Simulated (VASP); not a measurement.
A run of VASP 6.6.1:

File INCAR:

```
SYSTEM = Si2N
ALGO = Normal
EDIFF = 1E-6
ENCUT = 520
GGA = PE
ISIF = 2
ISMEAR = 0
LASPH = .True.
LCHARG = .False.
LREAL = .False.
LWAVE = .False.
NBANDS = 22
NELM = 80
PREC = Accurate
SIGMA = 0.1
```

KPOINTS

```
k-points
0
Gamma
  6 6 2
  0 0 0
```

Contents of POSCAR:

```
Si2N
1.0
    2.9169517800      0.0000000000      0.0000000000
   -1.4584758900      2.5261543500      0.0000000000
    0.0000000000      0.0000000000      9.0425505300
Si N
4 2
Direct
    0.0000000000      0.0000000000      0.7500000000
    0.0000000000      0.0000000000      0.2500000000
    0.0000000000      0.0000000000      0.0000000000
    0.0000000000      0.0000000000      0.5000000000
    0.3333333300      0.6666666700      0.8750000000
    0.6666666700      0.3333333300      0.1250000000
```

Potentials or basis: VASP PAW PBE potentials, release 64 (Si, N).

The run is started by

```bash
$ cat potpaw_PBE.64/Si/POTCAR potpaw_PBE.64/N/POTCAR > POTCAR
$ mpirun -np 1 vasp_std > vasp.out
```

Hardware: 1 thread of Intel Xeon 8259CL, on a shared host.

How long does it take, and how much memory?

It took 25 s on 1 thread of Intel Xeon 8259CL, with other jobs on the host, peak memory 0.19 GiB. Counts: scf iterations 13, k points 14.
